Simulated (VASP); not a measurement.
# InP (Pm-3m) in VASP: single point with PBEsol

Aim: the single point of InP with PBEsol.

All numbers are computed with VASP 6.6.1; they aren't measurements. Logs are shortened: lines on timing, memory, paths and dates and some standing lists are left out, and cuts for length are marked.

### 1 The cell of the first run

The structure is cubic, space group Pm-3m (No. 221). The conventional cell has a = 3.413 Å, b = 3.413 Å, c = 3.413 Å, α = 90.00°, β = 90.00°, γ = 90.00°. In (site symmetry m-3m) has 8 P at 2.96 Å and 6 In at 3.41 Å within 3.9 Å. P (site symmetry m-3m) has 8 In at 2.96 Å and 6 P at 3.41 Å within 3.9 Å.

### 2 Single point, PBEsol

INCAR

```
SYSTEM = InP
ALGO = Normal
EDIFF = 1E-6
ENCUT = 520
GGA = PS
ISIF = 2
ISMEAR = -1
LASPH = .True.
LCHARG = .False.
LREAL = .False.
LWAVE = .False.
NBANDS = 16
NELM = 100
PREC = Accurate
SIGMA = 0.02
```

KPOINTS

```
k-points
0
Gamma
  6 6 6
  0 0 0
```

POSCAR

```
InP
1.0
    3.4134150559      0.0000000000      0.0000000000
    0.0000000000      3.4134150559      0.0000000000
    0.0000000000      0.0000000000      3.4134150559
In P
1 1
Direct
    0.0000000000      0.0000000000      0.0000000000
    0.5000000000      0.5000000000      0.5000000000
```

Potentials or basis: VASP PAW PBE potentials, release 64 (In_d, P).

Started as:

```
$ cat potpaw_PBE.64/In_d/POTCAR potpaw_PBE.64/P/POTCAR > POTCAR
$ mpirun -np 1 vasp_std > vasp.out
```

OUTCAR:

```text
SYSTEM = InP
   EDIFF = 1E-6
   ENCUT = 520
   GGA = PS
   ISIF = 2
   ISMEAR = -1
   LASPH = .True.
   LREAL = .False.
   NELM = 100
   PREC = Accurate

 ion  position               nearest neighbor table
   1  0.000  0.000  0.000-   2 2.96   2 2.96   2 2.96   2 2.96   2 2.96   2 2.96   2 2.96   2 2.96

   2  0.500  0.500  0.500-   1 2.96   1 2.96   1 2.96   1 2.96   1 2.96   1 2.96   1 2.96   1 2.96

  LATTYP: Found a simple cubic cell.
 ALAT       =     3.4134150559

  Lattice vectors:

 A1 = (   3.4134150559,   0.0000000000,   0.0000000000)
 A2 = (   0.0000000000,   3.4134150559,   0.0000000000)
 A3 = (   0.0000000000,   0.0000000000,   3.4134150559)

Analysis of symmetry for initial positions (statically):
=====================================================================
 Subroutine PRICEL returns:
 Original cell was already a primitive cell.

 Routine SETGRP: Setting up the symmetry group for a
 simple cubic supercell.

 Subroutine GETGRP returns: Found 48 space group operations
 (whereof 48 operations were pure point group operations)
 out of a pool of 48 trial point group operations.

The static configuration has the point symmetry O_h .

Analysis of symmetry for dynamics (positions and initial velocities):
=====================================================================
 Subroutine PRICEL returns:
 Original cell was already a primitive cell.

 Routine SETGRP: Setting up the symmetry group for a
 simple cubic supercell.

 Subroutine GETGRP returns: Found 48 space group operations
 (whereof 48 operations were pure point group operations)
 out of a pool of 48 trial point group operations.

The dynamic configuration has the point symmetry O_h .

 Subroutine INISYM returns: Found 48 space group operations
 (whereof 48 operations are pure point group operations),
 and found     1 'primitive' translations

----------------------------------------------------------------------------------------

                                     Primitive cell

  volume of cell :      39.7711

  direct lattice vectors                    reciprocal lattice vectors
     3.413415056  0.000000000  0.000000000     0.292961736  0.000000000  0.000000000
     0.000000000  3.413415056  0.000000000     0.000000000  0.292961736  0.000000000
     0.000000000  0.000000000  3.413415056     0.000000000  0.000000000  0.292961736

  length of vectors
     3.413415056  3.413415056  3.413415056     0.292961736  0.292961736  0.292961736

  position of ions in fractional coordinates (direct lattice)
     0.000000000  0.000000000  0.000000000
     0.500000000  0.500000000  0.500000000

  ion indices of the primitive-cell ions
   primitive index   ion index
                 1           1
                 2           2

----------------------------------------------------------------------------------------

 KPOINTS: k-points

Automatic generation of k-mesh.
 Grid dimensions read from file:
 generate k-points for:    6    6    6

 Generating k-lattice:

  Cartesian coordinates                     Fractional coordinates (reciprocal lattice)
     0.048826956  0.000000000  0.000000000     0.166666667  0.000000000  0.000000000
     0.000000000  0.048826956  0.000000000     0.000000000  0.166666667  0.000000000
     0.000000000  0.000000000  0.048826956     0.000000000  0.000000000  0.166666667

  Length of vectors
     0.048826956  0.048826956  0.048826956

  Shift w.r.t. Gamma in fractional coordinates (k-lattice)
     0.000000000  0.000000000  0.000000000

 Subroutine IBZKPT returns following result:
 ===========================================

 Found     20 irreducible k-points:

 Following reciprocal coordinates:
            Coordinates               Weight
  0.000000  0.000000  0.000000      1.000000
  0.166667  0.000000  0.000000      6.000000
  0.333333  0.000000  0.000000      6.000000
  0.500000  0.000000  0.000000      3.000000
  0.166667  0.166667  0.000000     12.000000
  0.333333  0.166667  0.000000     24.000000
[... 12 lines left out ...]
  0.500000  0.500000  0.333333      6.000000
  0.500000  0.500000  0.500000      1.000000
   k-points           NKPTS =     20   k-points in BZ     NKDIM =     20   number of bands    NBANDS=     16
   number of dos      NEDOS =    301   number of ions     NIONS =      2
   total plane-waves  NPLWV =  21952
   dimension x,y,z NGX =    28 NGY =   28 NGZ =   28
   dimension x,y,z NGXF=    56 NGYF=   56 NGZF=   56
   ions per type =               1   1
   NGX,Y,Z   is equivalent  to a cutoff of  13.64, 13.64, 13.64 a.u.
   NGXF,Y,Z  is equivalent  to a cutoff of  27.27, 27.27, 27.27 a.u.
 SYSTEM =  InP
   PREC   = accura    normal or accurate (medium, high low for compatibility)
   ISTART =      0    job   : 0-new  1-cont  2-samecut
   ICHARG =      2    charge: 1-file 2-atom 10-const
   ISPIN  =      1    spin polarized calculation?
   LNONCOLLINEAR =      F non collinear calculations
   LSORBIT =      F    spin-orbit coupling
   LASPH  =      T    aspherical Exc in radial PAW
   ENCUT  =  520.0 eV  38.22 Ry    6.18 a.u.   6.35  6.35  6.35*2*pi/ulx,y,z
   NELM   =    100;   NELMIN=  2; NELMDL= -5     # of ELM steps
   EDIFF  = 0.1E-05   stopping-criterion for ELM
   LREAL  =      F    real-space projection
   EDIFFG = 0.1E-04   stopping-criterion for IOM
   NSW    =      0    number of steps for IOM
   IBRION =     -1    ionic relax: 0-MD 1-quasi-New 2-CG
   NFREE  =      0    steps in history (QN), initial steepest desc. (CG)
   ISIF   =      2    stress and relaxation
   ISYM   =      2    0-nonsym 1-usesym 2-fastsym
   POTIM  = 0.5000    time-step for ionic-motion
   TEBEG  =    0.0;   TEEND  =   0.0 temperature during run
   PSTRESS=    0.0 pullay stress
   NELECT =      18.0000    total number of electrons
   NUPDOWN=      -1.0000    fix difference up-down
   EMIN   =  10.00;   EMAX   =-10.00  energy-range for DOS
   EFERMI =   0.00;   METHOD = LEGACY
   ISMEAR =    -1;   SIGMA  =   0.02  broadening in eV -4-tet -1-fermi 0-gaus
   EFERMI_NEDOS =   21; number of points for ismear=-14 and -15
   IALGO  =     38    algorithm
   IMIX   =      4    mixing-type and parameters
     AMIX     =   0.40;   BMIX     =  1.00
     AMIX_MAG =   1.60;   BMIX_MAG =  1.00
  volume/ion in A,a.u.               =      19.89       134.19
  Fermi-wavevector in a.u.,A,eV,Ry     =   1.256927  2.375247 21.495359  1.579864
  Thomas-Fermi vector in A             =   2.390611
   LORBIT       =      0    0 simple, 1 ext, 2 COOP (PROOUT), +10 PAW based schemes
   GGA     = PS    functional components
   LHFCALC =     F    Hartree Fock is set to
   AEXX    =    0.0000 exact exchange contribution
   IVDW    =     0    specifies the selected vdW correction
   LEPSILON=     F    determine dielectric tensor
   LRPA    =     F    only Hartree local field effects (RPA)
 non-spin polarized calculation
  energy-cutoff  :      520.00
  volume of cell :       39.77
 maximum number of plane-waves:      1108
 NGX is ok and might be reduce to    28
   NGX = 13   NGY = 13   NGZ = 13

 number of electron      17.9999992 magnetization

 Free energy of the ion-electron system (eV)
  ---------------------------------------------------
  ext. energy  EPLUGINS =         0.00000000
  ---------------------------------------------------
  free energy    TOTEN  =        -8.12313163 eV

  energy without entropy =       -8.11980577  energy(sigma->0) =       -8.12146870

 E-fermi :   8.1353     XC(G=0): -10.9829

 val. band max:        7.9250235085   @ k =   0.3333   0.3333   0.0000
 cond. band min:       8.1544577582   @ k =   0.5000   0.5000   0.1667
 fundamental gap:      0.2294342497
 Fermi energy:         8.1353496247

 k-point     1 :       0.0000    0.0000    0.0000
  band No.  band energies     occupation
      1      -6.4254      2.00000
      2      -6.4254      2.00000
      3      -6.1237      2.00000
      4      -6.1237      2.00000
      5      -6.1237      2.00000
      6      -4.5890      2.00000
[... 8 lines left out ...]
     15      18.2955      0.00000
     16      21.2153      0.00000

 k-point     2 :       0.1667    0.0000    0.0000
  band No.  band energies     occupation
      1      -6.4189      2.00000
      2      -6.3675      2.00000
      3      -6.1520      2.00000
      4      -6.1520      2.00000
      5      -6.1208      2.00000
      6      -4.2732      2.00000
[... 8 lines left out ...]
     15      17.2615      0.00000
     16      21.2038      0.00000

 k-point     3 :       0.3333    0.0000    0.0000
  band No.  band energies     occupation
      1      -6.4061      2.00000
      2      -6.2554      2.00000
      3      -6.2076      2.00000
      4      -6.2076      2.00000
      5      -6.1148      2.00000
      6      -3.4000      2.00000
[... 8 lines left out ...]
     15      18.7546      0.00000
     16      19.5443      0.00000

 k-point     4 :       0.5000    0.0000    0.0000
  band No.  band energies     occupation
      1      -6.3996      2.00000
      2      -6.2350      2.00000
      3      -6.2350      2.00000
      4      -6.2006      2.00000
      5      -6.1119      2.00000
      6      -2.6523      2.00000
[... 8 lines left out ...]
     15      17.7169      0.00000
     16      21.2956      0.00000
[... 248 lines left out ...]
 k-point    18 :       0.5000    0.3333    0.3333
  band No.  band energies     occupation
      1      -6.3989      2.00000
      2      -6.3482      2.00000
      3      -6.3060      2.00000
      4      -6.1068      2.00000
      5      -6.0393      2.00000
      6      -0.6781      2.00000
[... 8 lines left out ...]
     15      21.0417      0.00000
     16      22.7948      0.00000

 k-point    19 :       0.5000    0.5000    0.3333
  band No.  band energies     occupation
      1      -6.4225      2.00000
      2      -6.3441      2.00000
      3      -6.3441      2.00000
      4      -6.0719      2.00000
      5      -5.9992      2.00000
      6      -0.3523      2.00000
[... 8 lines left out ...]
     15      23.8004      0.00000
     16      23.8004      0.00000

 k-point    20 :       0.5000    0.5000    0.5000
  band No.  band energies     occupation
      1      -6.3870      2.00000
      2      -6.3870      2.00000
      3      -6.3870      2.00000
      4      -5.9978      2.00000
      5      -5.9978      2.00000
      6      -0.1773      2.00000
[... 8 lines left out ...]
     15      25.3257      0.00000
     16      25.7770      0.00000

------------------------ aborting loop because EDIFF is reached ----------------------------------------

  FORCE on cell =-STRESS in cart. coord.  units (eV):
  Direction    XX          YY          ZZ          XY          YZ          ZX
  --------------------------------------------------------------------------------------
  -------------------------------------------------------------------------------------
  Total       -0.5345582     -0.5345582     -0.5345582     -0.0000000     -0.0000000     -0.0000000
  in kB      -21.5346740    -21.5346740    -21.5346740     -0.0000000     -0.0000000     -0.0000000
  external PRESSURE =     -21.5346740 kB  Pullay stress =       0.0000000 kB

 VOLUME and BASIS-vectors are now :
 -----------------------------------------------------------------------------
  energy-cutoff  :      520.00
  volume of cell :       39.77
      direct lattice vectors                 reciprocal lattice vectors
     3.413415056  0.000000000  0.000000000     0.292961736  0.000000000  0.000000000
     0.000000000  3.413415056  0.000000000     0.000000000  0.292961736  0.000000000
     0.000000000  0.000000000  3.413415056     0.000000000  0.000000000  0.292961736

 POSITION                                       TOTAL-FORCE (eV/Angst)
 -----------------------------------------------------------------------------------
      0.00000      0.00000      0.00000         0.000000      0.000000      0.000000
      1.70671      1.70671      1.70671         0.000000      0.000000      0.000000
 -----------------------------------------------------------------------------------
    total drift:                               -0.000000      0.000000     -0.000000

  FREE ENERGIE OF THE ION-ELECTRON SYSTEM (eV)
  ---------------------------------------------------
  free  energy   TOTEN  =        -8.1231316255 eV

  energy  without entropy=       -8.1198057665  energy(sigma->0) =       -8.12146870
```

It took 11 s on 1 thread of Intel Xeon Platinum 8259CL at 2.50GHz (Skylake/Cascade Lake), shared host; peak memory 0.15 GiB.

What came out:

* Free energy: -8.1231 eV
* Pressure: -2.2 GPa
* Band gap on the k mesh: zero (band 9 reaches 9.02 eV, above the bottom of band 10 at 6.47 eV)

Caveat: the PAW data sets were made with another functional, which shifts forces and pressure a little; spin-orbit coupling is left out, which moves the levels of the heavy elements.
